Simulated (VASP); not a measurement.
# Al in VASP: further runs, part 2 of 2

VASP 6.6.1.

### 5 Relaxation of the atoms, PBE+D3(BJ)

This run uses another cell than the first one: it holds 4 atoms, not 12.

INCAR reads:

```
PREC = Accurate ; ENCUT = 520
EDIFF = 1E-6 ; ISMEAR = 0
SIGMA = 0.1 ; LREAL = False
LASPH = True ; NELM = 100
ALGO = Fast ; ISIF = 2
LWAVE = False ; LCHARG = False
LDIPOL = True ; IDIPOL = 3
DIPOL = 0.5 0.5 0.500 ; GGA = PE
IVDW = 12 ; IBRION = 2
NSW = 90 ; EDIFFG = -0.03
```

KPOINTS reads:

```
regular mesh
0
Gamma
  12 12 1
```

POSCAR reads:

```
Al
1.0
    2.8162173067      0.0000000000      0.0000000000
   -1.4081086533      2.4389157301      0.0000000000
    0.0000000000      0.0000000000     23.8982954061
Al
4
Selective dynamics
Direct
    0.6666666667      0.3333333333      0.3556739029  F F F
    0.3333333333      0.6666666667      0.4518913010  F F F
    0.0000000000      0.0000000000      0.5481086990  T T T
    0.6666666667      0.3333333333      0.6443260971  T T T
```

Command:

```console
$ cat potpaw_PBE.64/Al/POTCAR > POTCAR
$ mpirun -np 1 vasp_std > vasp.out
```

Run time: 2.6 min. Hardware: 1 thread of Intel Xeon 8259CL, shared host; peak memory 0.32 GiB.

Results (log left out):

```
Free energy                : -15.2975 eV
Energy gained by relaxing  : 0.4 meV/atom
Ionic steps                : 3
Band gap on the k mesh     : zero (bands 6 and 7 overlap by 1.86 eV)
Dispersion energy per atom : -0.264 eV
```

The path:
| step | energy change (eV) | largest force on free atoms (eV/Å) | pressure (GPa) |
| --- | --- | --- | --- |
| 1 | 0.0000 | 0.1483 | -0.45 |
| 2 | -0.0012 | 0.0827 | -0.47 |
| 3 | -0.0018 | 0.0077 | -0.49 |

Final structure:
```
CELL_PARAMETERS angstrom
2.81622 0.00000 0.00000
-1.40811 2.43892 0.00000
0.00000 0.00000 23.89830
ATOMIC_POSITIONS crystal
Al 0.66667 0.33333 0.35567
Al 0.33333 0.66667 0.45189
Al 0.00000 0.00000 0.54742
Al 0.66667 0.33333 0.64479
```

Levels at points of the mesh, in eV from the Fermi level:
| k point | band 2 | band 3 | band 4 | band 5 | band 6 | band 7 | band 8 | band 9 | band 10 |
| --- | --- | --- | --- | --- | --- | --- | --- | --- | --- |
| (0.00, 0.00, 0.00) | -9.95 | -8.30 | -5.99 | -3.52 | -0.55 | 2.06 | 3.54 | 3.98 | 5.15 |
| (0.50, 0.00, 0.00) | -4.96 | -3.99 | -3.91 | -2.59 | -1.92 | 0.00 | 0.14 | 2.16 | 2.48 |

### 6 Relaxation of the atoms, PBE+D3(BJ)

INCAR reads:

```
ALGO     = Normal         # electronic algorithm
DIPOL    = 0.5 0.5 0.500
EDIFF    = 1E-7           # SCF threshold, eV
EDIFFG   = -0.03          # ionic threshold
ENCUT    = 520            # plane-wave cutoff, eV
GGA      = PE             # functional
IBRION   = 2              # ionic algorithm
IDIPOL   = 3            
ISIF     = 2              # what is computed and relaxed
ISMEAR   = 0              # smearing method
IVDW     = 12             # dispersion correction
LASPH    = T              # aspherical terms in the spheres
LCHARG   = F              # write CHGCAR
LDIPOL   = T            
LREAL    = F              # projectors in reciprocal space
LWAVE    = F              # write WAVECAR
NELM     = 100            # most SCF steps
NSW      = 90             # ionic steps
PREC     = Accurate       # precision mode
SIGMA    = 0.1            # smearing width, eV
```

KPOINTS reads:

```
k-points
0
Gamma
  6 6 1
```

POSCAR reads:

```
Al
1.0
    4.8778314603      0.0000000000      0.0000000000
   -2.4389157301      4.2243259600      0.0000000000
    0.0000000000      0.0000000000     23.8982954061
Al
12
Selective dynamics
Direct
    0.0000000000      0.3333333333      0.3556739029  F F F
    0.3333333333      0.0000000000      0.3556739029  F F F
    0.6666666667      0.6666666667      0.3556739029  F F F
    0.3333333333      0.3333333333      0.4518913010  F F F
    0.6666666667      0.0000000000      0.4518913010  F F F
    0.0000000000      0.6666666667      0.4518913010  F F F
    0.6666666667      0.3333333333      0.5481086990  T T T
    0.0000000000      0.0000000000      0.5481086990  T T T
    0.3333333333      0.6666666667      0.5481086990  T T T
    0.0000000000      0.3333333333      0.6443260971  T T T
    0.3333333333      0.0000000000      0.6443260971  T T T
    0.6666666667      0.6666666667      0.6443260971  T T T
```

Potentials or basis: VASP PAW PBE potentials, release 64 (Al).

Command:

```console
$ cat potpaw_PBE.64/Al/POTCAR > POTCAR
$ mpirun -np 1 vasp_std > vasp.out
```

It took 18 min on 1 thread of Oxide Virtual Turin-like, shared host; peak memory 0.55 GiB.

The run converged. Its results:

- Free energy: -45.7571 eV
- Energy gained by relaxing: 2.4 meV/atom
- Ionic steps: 6
- Band gap on the k mesh: zero (bands 18 and 19 overlap by 1.03 eV)
- Dispersion energy per atom: -0.266 eV

Step by step:
```
step  energy change (eV)  largest force on free atoms (eV/Å)  pressure (GPa)
   1              0.0000                              0.3076           -0.40
   2             -0.0118                              0.2088           -0.42
   3             -0.0207                              0.0878           -0.43
   4             -0.0222                              0.0813           -0.41
   5             -0.0259                              0.0613           -0.34
   6             -0.0293                              0.0227           -0.19
```

Final structure:
```xyz
12
Lattice="4.8778 0.0000 0.0000 -2.4389 4.2243 0.0000 0.0000 0.0000 23.8983" Properties=species:S:1:pos:R:3 pbc="T T T"
Al   -0.8130    1.4081    8.5000
Al    1.6259    0.0000    8.5000
Al    1.6259    2.8162    8.5000
Al    0.8130    1.4081   10.7994
Al    3.2519    0.0000   10.7994
Al   -1.6259    2.8162   10.7994
Al    2.4389    1.4081   13.0275
Al    0.0000    0.0000   13.0275
Al    0.0000    2.8162   13.0275
Al    4.0649    1.4081   15.3517
Al    1.6259    0.0000   15.3517
Al    1.6259    2.8162   15.3517
```

Levels at points of the mesh, in eV from the Fermi level:
| k point | band 15 | band 16 | band 17 | band 18 | band 19 | band 20 | band 21 | band 22 |
| --- | --- | --- | --- | --- | --- | --- | --- | --- |
| (0.00, 0.00, 0.00) | -2.22 | -2.02 | -2.02 | -0.79 | -0.79 | -0.78 | -0.78 | -0.58 |
| (0.50, 0.00, 0.00) | -1.69 | -1.69 | -0.09 | 0.07 | 1.16 | 1.16 | 2.05 | 2.39 |

### 7 Summary

| task | cell | k mesh | atoms held fixed (from 0) | gap on the mesh (eV) | largest force (eV/Å) |
| --- | --- | --- | --- | --- | --- |
| single point | a = 4.878, b = 4.878, c = 23.898 Å, angles 90.0, 90.0, 120.0°, 12 atoms, atomic positions A | 6 × 6 × 1 | - | none | 0.05 |
| single point | a = 2.816, b = 2.816, c = 23.898 Å, angles 90.0, 90.0, 120.0°, 4 atoms, atomic positions B | 12 × 12 × 1 | - | none | 0.10 |
| relaxation of the atoms | atoms relaxed from a = 2.816, b = 2.816, c = 23.898 Å, angles 90.0, 90.0, 120.0°, 4 atoms, atomic positions C | 12 × 12 × 1 | [0, 1] | none | - |
| relaxation of the atoms | atoms relaxed from a = 4.878, b = 4.878, c = 23.898 Å, angles 90.0, 90.0, 120.0°, 12 atoms, atomic positions D | 6 × 6 × 1 | [0, 1, 2, 3, 4, 5] | none | - |

Alike in all rows: level PBE+D3(BJ); potentials or basis VASP PAW PBE potentials, release 64 (Al); no spin polarisation; cutoff (eV) 520; smearing gaussian 0.1 eV.

Absolute energies hang on the potentials; compare differences alone.
